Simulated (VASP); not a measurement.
Wanted: the native input for a VASP 6.6.1 run.

| Item | Value |
| --- | --- |
| Task | single point |
| Functional | r2SCAN |
| Potentials or basis | VASP PAW PBE potentials, release 64 (Mn_pv, O) |
| Cutoff | 520 eV |
| k mesh | 6 × 6 × 10 |
| Occupations | gaussian, width 0.05 eV |
| Spin | no spin polarisation |
| Dipole correction | no |
| Further INCAR settings | ALGO = Normal; EDIFF = 1e-06; NBANDS = 34 |

Crystal: MnO2.

```
CELL_PARAMETERS angstrom
4.39806 0.00000 0.00000
0.00000 4.39806 0.00000
0.00000 0.00000 2.86320
ATOMIC_POSITIONS crystal
Mn 0.00000 0.00000 0.00000
Mn 0.50000 0.50000 0.50000
O 0.30512 0.30512 0.00000
O 0.19488 0.80512 0.50000
O 0.69488 0.69488 0.00000
O 0.80512 0.19488 0.50000
```

One way to write it, as run:

POSCAR

```
MnO2
1.0
    4.3980611803      0.0000000000      0.0000000000
    0.0000000000      4.3980611803      0.0000000000
    0.0000000000      0.0000000000      2.8631967345
Mn O
2 4
Direct
    0.0000000000      0.0000000000      0.0000000000
    0.5000000000      0.5000000000      0.5000000000
    0.3051194330      0.3051194330      0.0000000000
    0.1948805670      0.8051194330      0.5000000000
    0.6948805670      0.6948805670      0.0000000000
    0.8051194330      0.1948805670      0.5000000000
```

INCAR.step1

```
ALGO = Normal
EDIFF = 1E-4
ENCUT = 520
GGA = PE
ISMEAR = 0
LASPH = T
LCHARG = F
LREAL = F
LWAVE = T
NBANDS = 34
NELM = 60
PREC = Accurate
SIGMA = 0.05
```

INCAR.step2

```
ALGO = Normal
EDIFF = 1E-6
ENCUT = 520
ISIF = 2
ISMEAR = 0
ISTART = 1
LASPH = T
LCHARG = F
LMIXTAU = T
LREAL = F
LWAVE = F
METAGGA = R2SCAN
NBANDS = 34
NELM = 60
PREC = Accurate
SIGMA = 0.05
```

KPOINTS

```
k-points
0
Gamma
  6 6 10
```

Potentials or basis: VASP PAW PBE potentials, release 64 (Mn_pv, O).

Run with:

```console
$ cat potpaw_PBE.64/Mn_pv/POTCAR potpaw_PBE.64/O/POTCAR > POTCAR
$ cp INCAR.step1 INCAR
$ mpirun -np 1 vasp_std > vasp.out
$ cp INCAR.step2 INCAR
$ mpirun -np 1 vasp_std > vasp.out
```

It gave:

- Pressure: -12.2 GPa
- Largest force: 0.298 eV/Å
- Band gap on the k mesh: zero (bands 25 and 26 overlap by 0.92 eV)

Caveat: the cell stands under tension; the PAW data sets were made with another functional, which shifts forces and pressure a little; the run has no spin polarisation, though such a crystal can be magnetic; semilocal functionals often make such compounds metallic where correlation or magnetic order opens a gap, which also shifts bond lengths.

It took 2.5 min on 1 thread of Intel(R) Xeon(R) 6975P-C (Granite Rapids), with other jobs on the host, peak memory 0.23 GiB.
